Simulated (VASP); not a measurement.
# C (R-3m) in VASP: notebook

C is run at these levels: r2SCAN; tasks: single point.

Everything below comes from runs of VASP 6.6.1. Logs are shortened: lines on timing, memory, paths and dates and some standing lists are left out, and cuts for length are marked.

**1. The cell of the first run**

The structure is trigonal, space group R-3m (No. 166). The conventional cell has a = 2.472 Å, b = 2.472 Å, c = 10.108 Å, α = 90.00°, β = 90.00°, γ = 120.00°. Within 1.9 Å of C (site symmetry 3m) lie 3 C at 1.43 Å.

**2. Single point, r2SCAN**

Input file POSCAR:

```
C
1.0
    1.2361618794      0.7136985209      3.3691772817
   -1.2361618794      0.7136985209      3.3691772817
    0.0000000000     -1.4273960353      3.3691772817
C
2
Direct
    0.8360000000      0.8360000000      0.8360000000
    0.1640000000      0.1640000000      0.1640000000
```

Input file INCAR.step1:

```
PREC = Accurate
ENCUT = 520
ISMEAR = -1
SIGMA = 0.15
LREAL = F
LASPH = T
NELM = 80
NBANDS = 11
GGA = PE
ALGO = Normal
EDIFF = 1E-4
LWAVE = T
LCHARG = F
```

Input file INCAR.step2:

```
PREC = Accurate
ENCUT = 520
EDIFF = 1E-6
ISMEAR = -1
SIGMA = 0.15
LREAL = F
LASPH = T
NELM = 80
ALGO = Normal
ISIF = 2
LWAVE = F
LCHARG = F
METAGGA = R2SCAN
LMIXTAU = T
NBANDS = 11
ISTART = 1
```

Input file KPOINTS:

```
Automatic mesh
0
Gamma
  14 14 14
```

Potentials or basis: VASP PAW PBE potentials, release 64 (C).

Started as:

```
cat potpaw_PBE.64/C/POTCAR > POTCAR
cp INCAR.step1 INCAR
mpirun -np 1 vasp_std > vasp.out
cp INCAR.step2 INCAR
mpirun -np 1 vasp_std > vasp.out
```

OUTCAR:

```text
PREC = Accurate
   ENCUT = 520
   EDIFF = 1E-6
   ISMEAR = -1
   LREAL = F
   LASPH = T
   NELM = 80
   ISIF = 2
   METAGGA = R2SCAN
   ISTART = 1

 ion  position               nearest neighbor table
   1  0.836  0.836  0.836-   2 1.43   2 1.43   2 1.43
   2  0.164  0.164  0.164-   1 1.43   1 1.43   1 1.43

  LATTYP: Found a trigonal (rhomboedric) cell.
 ALAT       =     3.6590732879
 COS(alpha) =     0.7717354483

  Lattice vectors:

 A1 = (   1.2361618794,   0.7136985209,   3.3691772817)
 A2 = (  -1.2361618794,   0.7136985209,   3.3691772817)
 A3 = (   0.0000000000,  -1.4273960353,   3.3691772817)

Analysis of symmetry for initial positions (statically):
=====================================================================
 Subroutine PRICEL returns:
 Original cell was already a primitive cell.

 Routine SETGRP: Setting up the symmetry group for a
 trigonal (rhombohedral) supercell.

 Subroutine GETGRP returns: Found 12 space group operations
 (whereof 12 operations were pure point group operations)
 out of a pool of 12 trial point group operations.

The static configuration has the point symmetry D_3d.

Analysis of symmetry for dynamics (positions and initial velocities):
=====================================================================
 Subroutine PRICEL returns:
 Original cell was already a primitive cell.

 Routine SETGRP: Setting up the symmetry group for a
 trigonal (rhombohedral) supercell.

 Subroutine GETGRP returns: Found 12 space group operations
 (whereof 12 operations were pure point group operations)
 out of a pool of 12 trial point group operations.

The dynamic configuration has the point symmetry D_3d.

 Subroutine INISYM returns: Found 12 space group operations
 (whereof 12 operations are pure point group operations),
 and found     1 'primitive' translations

----------------------------------------------------------------------------------------

                                     Primitive cell

  volume of cell :      17.8347

  direct lattice vectors                    reciprocal lattice vectors
     1.236161879  0.713698521  3.369177282     0.404477770  0.233525417  0.098936098
    -1.236161879  0.713698521  3.369177282    -0.404477770  0.233525417  0.098936098
     0.000000000 -1.427396035  3.369177282     0.000000000 -0.467050835  0.098936168

  length of vectors
     3.659073288  3.659073288  3.659072970     0.477414640  0.477414640  0.477414754

  position of ions in fractional coordinates (direct lattice)
     0.836000000  0.836000000  0.836000000
     0.164000000  0.164000000  0.164000000

  ion indices of the primitive-cell ions
   primitive index   ion index
                 1           1
                 2           2

----------------------------------------------------------------------------------------

 KPOINTS: Automatic mesh

Automatic generation of k-mesh.
 Grid dimensions read from file:
 generate k-points for:   14   14   14

 Generating k-lattice:

  Cartesian coordinates                     Fractional coordinates (reciprocal lattice)
     0.028891269  0.016680387  0.007066864     0.071428571  0.000000000 -0.000000000
    -0.028891269  0.016680387  0.007066864     0.000000000  0.071428571 -0.000000000
     0.000000000 -0.033360774  0.007066869    -0.000000000 -0.000000000  0.071428571

  Length of vectors
     0.034101046  0.034101046  0.034101054

  Shift w.r.t. Gamma in fractional coordinates (k-lattice)
     0.000000000  0.000000000  0.000000000

 Subroutine IBZKPT returns following result:
 ===========================================

 Found    288 irreducible k-points:

 Following reciprocal coordinates:
            Coordinates               Weight
  0.000000  0.000000  0.000000      1.000000
  0.071429 -0.000000  0.000000      6.000000
  0.142857 -0.000000  0.000000      6.000000
  0.214286 -0.000000 -0.000000      6.000000
  0.285714 -0.000000  0.000000      6.000000
  0.357143  0.000000  0.000000      6.000000
[... 16 lines left out ...]
  0.214286  0.142857  0.000000     12.000000
  0.285714  0.142857 -0.000000     12.000000
 [... further k-points ...]
   k-points           NKPTS =    288   k-points in BZ     NKDIM =    288   number of bands    NBANDS=     11
   number of dos      NEDOS =    301   number of ions     NIONS =      2
   total plane-waves  NPLWV =  21952
   dimension x,y,z NGX =    28 NGY =   28 NGZ =   28
   dimension x,y,z NGXF=    56 NGYF=   56 NGZF=   56
   ions per type =               2
   NGX,Y,Z   is equivalent  to a cutoff of  12.72, 12.72, 12.72 a.u.
   NGXF,Y,Z  is equivalent  to a cutoff of  25.44, 25.44, 25.44 a.u.
 SYSTEM =  unknown system
   PREC   = accura    normal or accurate (medium, high low for compatibility)
   ISTART =      1    job   : 0-new  1-cont  2-samecut
   ICHARG =      0    charge: 1-file 2-atom 10-const
   ISPIN  =      1    spin polarized calculation?
   LNONCOLLINEAR =      F non collinear calculations
   LSORBIT =      F    spin-orbit coupling
   LASPH  =      T    aspherical Exc in radial PAW
   ENCUT  =  520.0 eV  38.22 Ry    6.18 a.u.   6.80  6.80  6.80*2*pi/ulx,y,z
   NELM   =     80;   NELMIN=  2; NELMDL=  0     # of ELM steps
   EDIFF  = 0.1E-05   stopping-criterion for ELM
   LREAL  =      F    real-space projection
[... 7 lines left out ...]
   TEBEG  =    0.0;   TEEND  =   0.0 temperature during run
   PSTRESS=    0.0 pullay stress
   NELECT =       8.0000    total number of electrons
   NUPDOWN=      -1.0000    fix difference up-down
   EMIN   =  10.00;   EMAX   =-10.00  energy-range for DOS
   EFERMI =   0.00;   METHOD = LEGACY
   ISMEAR =    -1;   SIGMA  =   0.15  broadening in eV -4-tet -1-fermi 0-gaus
   EFERMI_NEDOS =   21; number of points for ismear=-14 and -15
   IALGO  =     38    algorithm
   IMIX   =      4    mixing-type and parameters
     AMIX     =   0.40;   BMIX     =  1.00
     AMIX_MAG =   1.60;   BMIX_MAG =  1.00
  volume/ion in A,a.u.               =       8.92        60.18
  Fermi-wavevector in a.u.,A,eV,Ry     =   1.253189  2.368183 21.367704  1.570482
  Thomas-Fermi vector in A             =   2.387053
   LORBIT       =      0    0 simple, 1 ext, 2 COOP (PROOUT), +10 PAW based schemes
   METAGGA = R2SCAN    functional components
   LHFCALC =     F    Hartree Fock is set to
   AEXX    =    0.0000 exact exchange contribution
   IVDW    =     0    specifies the selected vdW correction
   LEPSILON=     F    determine dielectric tensor
   LRPA    =     F    only Hartree local field effects (RPA)
 non-spin polarized calculation
  energy-cutoff  :      520.00
  volume of cell :       17.83
 maximum number of plane-waves:       493
   NGX = 13   NGY = 13   NGZ = 13

 number of electron       8.0000000 magnetization

 Free energy of the ion-electron system (eV)
  ---------------------------------------------------
  ext. energy  EPLUGINS =         0.00000000
  ---------------------------------------------------
  free energy    TOTEN  =       -19.84481864 eV

  energy without entropy =      -19.84304811  energy(sigma->0) =      -19.84393338

 E-fermi :   4.5814     XC(G=0): -11.0725

 val. band max:        4.2922872687   @ k =  -0.1429   0.5000   0.1429
 cond. band min:       4.8993548873   @ k =  -0.1429   0.5000   0.1429
 fundamental gap:      0.6070676186
 Fermi energy:         4.5813712069

 k-point     1 :       0.0000    0.0000    0.0000
  band No.  band energies     occupation
      1     -16.2657      2.00000
      2      -2.3580      2.00000
      3       1.3678      2.00000
      4       1.3678      2.00000
      5       8.9497      0.00000
      6      13.1668      0.00000
      7      13.1668      0.00000
      8      16.7205      0.00000
      9      17.4254      0.00000
     10      28.3808      0.00000
     11      31.3757      0.00000

 k-point     2 :       0.0714   -0.0000    0.0000
  band No.  band energies     occupation
      1     -16.1364      2.00000
      2      -2.2271      2.00000
      3       0.8460      2.00000
      4       1.1024      2.00000
      5       9.1258      0.00000
      6      13.2400      0.00000
      7      13.7069      0.00000
      8      16.2605      0.00000
      9      17.6741      0.00000
     10      28.7865      0.00000
     11      30.2683      0.00000

 k-point     3 :       0.1429   -0.0000    0.0000
  band No.  band energies     occupation
      1     -15.7495      2.00000
      2      -1.8376      2.00000
      3      -0.5128      2.00000
      4       0.4450      2.00000
      5       9.6468      0.00000
      6      13.2609      0.00000
      7      15.0293      0.00000
      8      15.1767      0.00000
      9      18.4673      0.00000
     10      27.9107      0.00000
     11      29.8299      0.00000

 k-point     4 :       0.2143   -0.0000   -0.0000
  band No.  band energies     occupation
      1     -15.1090      2.00000
      2      -2.3443      2.00000
      3      -1.1830      2.00000
      4      -0.3496      2.00000
      5      10.4494      0.00000
      6      13.0005      0.00000
      7      13.4469      0.00000
      8      17.2813      0.00000
      9      19.6665      0.00000
     10      25.8090      0.00000
     11      28.2311      0.00000
[... 239 lines left out ...]
 k-point    22 :       0.1429    0.1429    0.0000
  band No.  band energies     occupation
      1     -15.7321      2.00000
      2      -1.9912      2.00000
      3      -0.4963      2.00000
      4       0.4300      2.00000
      5       9.9835      0.00000
      6      13.2203      0.00000
      7      14.9770      0.00000
      8      15.1797      0.00000
      9      18.5033      0.00000
     10      27.5173      0.00000
     11      29.8396      0.00000

 k-point    23 :       0.2143    0.1429    0.0000
  band No.  band energies     occupation
      1     -15.3395      2.00000
      2      -1.6898      2.00000
      3      -1.4601      2.00000
      4      -0.2882      2.00000
      5      10.6407      0.00000
      6      13.4764      0.00000
      7      14.0127      0.00000
      8      15.8132      0.00000
      9      19.5372      0.00000
     10      25.6924      0.00000
     11      30.4105      0.00000

 k-point    24 :       0.2857    0.1429   -0.0000
  band No.  band energies     occupation
      1     -14.6962      2.00000
      2      -2.7650      2.00000
      3      -1.4006      2.00000
      4      -1.0690      2.00000
      5      11.3973      0.00000
      6      12.6050      0.00000
      7      14.5887      0.00000
      8      16.0991      0.00000
      9      21.1571      0.00000
     10      23.7082      0.00000
     11      29.7053      0.00000

 [... further k-points ...]

------------------------ aborting loop because EDIFF is reached ----------------------------------------

  FORCE on cell =-STRESS in cart. coord.  units (eV):
  Direction    XX          YY          ZZ          XY          YZ          ZX
  --------------------------------------------------------------------------------------
  -------------------------------------------------------------------------------------
  Total       -0.8204351     -0.8204346      0.0893482      0.0000000      0.0000000      0.0000000
  in kB      -73.7037809    -73.7037379      8.0265988      0.0000000      0.0000008      0.0000000
  external PRESSURE =     -46.4603067 kB  Pullay stress =       0.0000000 kB

 VOLUME and BASIS-vectors are now :
 -----------------------------------------------------------------------------
  energy-cutoff  :      520.00
  volume of cell :       17.83
      direct lattice vectors                 reciprocal lattice vectors
     1.236161879  0.713698521  3.369177282     0.404477770  0.233525417  0.098936098
    -1.236161879  0.713698521  3.369177282    -0.404477770  0.233525417  0.098936098
     0.000000000 -1.427396035  3.369177282     0.000000000 -0.467050835  0.098936168

 POSITION                                       TOTAL-FORCE (eV/Angst)
 -----------------------------------------------------------------------------------
      0.00000      0.00000      8.44990         0.000000     -0.000000     -0.916592
      0.00000      0.00000      1.65764         0.000000      0.000000      0.916592
 -----------------------------------------------------------------------------------
    total drift:                                0.000000     -0.000000      0.000000

  FREE ENERGIE OF THE ION-ELECTRON SYSTEM (eV)
  ---------------------------------------------------
  free  energy   TOTEN  =       -19.8448186419 eV

  energy  without entropy=      -19.8430481108  energy(sigma->0) =      -19.84393338
```

It took 4.5 min on 1 thread of Intel Xeon 6975P-C (Granite Rapids), shared host; peak memory 0.17 GiB.

Results:

- Free energy: -19.8448 eV
- Pressure: -4.6 GPa
- Largest force: 0.917 eV/Å

Forces on the atoms (eV/Å):
```
C    0.000  0.000 -0.917
C    0.000  0.000  0.917
```

Caveat: the cell stands under tension; the PAW data sets were made with another functional, which shifts forces and pressure a little.

**3. Single point, r2SCAN**

This run uses another cell than the first one, of 9.09 Å³/atom.

Input file POSCAR:

```
C
1.0
    1.2441891295      0.7183330568      3.3910556693
   -1.2441891295      0.7183330568      3.3910556693
    0.0000000000     -1.4366651004      3.3910556693
C
2
Direct
    0.8360000000      0.8360000000      0.8360000000
    0.1640000000      0.1640000000      0.1640000000
```

Input file INCAR.step1:

```
ALGO = Normal
EDIFF = 1E-4
ENCUT = 520
GGA = PE
ISMEAR = -1
LASPH = True
LCHARG = False
LREAL = False
LWAVE = True
NBANDS = 11
NELM = 60
PREC = Accurate
SIGMA = 0.15
```

Input file INCAR.step2:

```
ALGO = Normal
EDIFF = 1E-6
ENCUT = 520
ISIF = 2
ISMEAR = -1
ISTART = 1
LASPH = True
LCHARG = False
LMIXTAU = True
LREAL = False
LWAVE = False
METAGGA = R2SCAN
NBANDS = 11
NELM = 60
PREC = Accurate
SIGMA = 0.15
```

Input file KPOINTS:

```
k-points
0
Gamma
  14 14 14
```

Potentials or basis: VASP PAW PBE potentials, release 64 (C).

Started as:

```
cat potpaw_PBE.64/C/POTCAR > POTCAR
cp INCAR.step1 INCAR
mpirun -np 1 vasp_std > vasp.out
cp INCAR.step2 INCAR
mpirun -np 1 vasp_std > vasp.out
```

Run time: 4.4 min. Hardware: 1 thread of Intel Xeon 6975P-C (Granite Rapids), shared host; peak memory 0.18 GiB.

Results (log left out):

| Quantity | Value |
| --- | --- |
| Free energy | -19.8294 eV |
| Pressure | -9.7 GPa |
| Largest force | 0.922 eV/Å |

Forces on the atoms (eV/Å):
```
C    0.000  0.000 -0.922
C    0.000  0.000  0.922
```

Stress tensor (GPa, compression positive):
```
-14.85   0.00   0.00
  0.00 -14.85   0.00
  0.00   0.00   0.60
```

Caveat: the cell stands under tension; the PAW data sets were made with another functional, which shifts forces and pressure a little.

**4. Single point, r2SCAN**

This run uses another cell than the first one, of 9.27 Å³/atom.

Input file POSCAR:

```
C
1.0
    1.2521141147      0.7229085499      3.4126553324
   -1.2521141147      0.7229085499      3.4126553324
    0.0000000000     -1.4458160803      3.4126553324
C
2
Direct
    0.8360000000      0.8360000000      0.8360000000
    0.1640000000      0.1640000000      0.1640000000
```

Input file INCAR.step1:

```
SYSTEM = C
ALGO = Normal ; EDIFF = 1E-4
ENCUT = 520 ; GGA = PE
ISMEAR = -1 ; LASPH = .TRUE.
LCHARG = .FALSE. ; LREAL = .FALSE.
LWAVE = .TRUE. ; NBANDS = 11
NELM = 100 ; PREC = Accurate
SIGMA = 0.15
```

Input file INCAR.step2:

```
SYSTEM = C
ALGO = Normal ; EDIFF = 1E-7
ENCUT = 520 ; ISIF = 2
ISMEAR = -1 ; ISTART = 1
LASPH = .TRUE. ; LCHARG = .FALSE.
LMIXTAU = .TRUE. ; LREAL = .FALSE.
LWAVE = .FALSE. ; METAGGA = R2SCAN
NBANDS = 11 ; NELM = 100
PREC = Accurate ; SIGMA = 0.15
```

Input file KPOINTS:

```
k-points
0
G
  14 14 14
  0 0 0
```

Started as:

```
cat potpaw_PBE.64/C/POTCAR > POTCAR
cp INCAR.step1 INCAR
mpirun -np 1 vasp_std > vasp.out
cp INCAR.step2 INCAR
mpirun -np 1 vasp_std > vasp.out
```

Run time: 5.3 min. Hardware: 1 thread of Intel Xeon 6975P-C (Granite Rapids), shared host; peak memory 0.19 GiB.

Results (log left out):

- Free energy: -19.8034 eV
- Pressure: -14.3 GPa
- Largest force: 0.926 eV/Å

Forces on the atoms (eV/Å):
```
C    0.000  0.000 -0.926
C    0.000  0.000  0.926
```

Stress tensor (GPa, compression positive):
```
-21.70   0.00   0.00
  0.00 -21.70   0.00
  0.00   0.00   0.40
```

Caveat: the cell stands under tension; the PAW data sets were made with another functional, which shifts forces and pressure a little.

**5. Overview**

```csv
cell,pressure (GPa),largest force (eV/Å)
"a = 3.659 Å, angles 39.5°, 2 atoms",-4.6,0.92
"a = 3.683 Å, angles 39.5°, 2 atoms",-9.7,0.92
"a = 3.706 Å, angles 39.5°, 2 atoms",-14.3,0.93
```

Alike in all rows: task single point; level r2SCAN; potentials or basis VASP PAW PBE potentials, release 64 (C); no spin polarisation; k mesh 14 × 14 × 14; cutoff (eV) 520; smearing fermi-dirac 0.15 eV.

Caveats: the cell stands under tension; the PAW data sets were made with another functional, which shifts forces and pressure a little.

Total energies depend on the potentials used, so only differences within one code and one set of settings carry meaning.
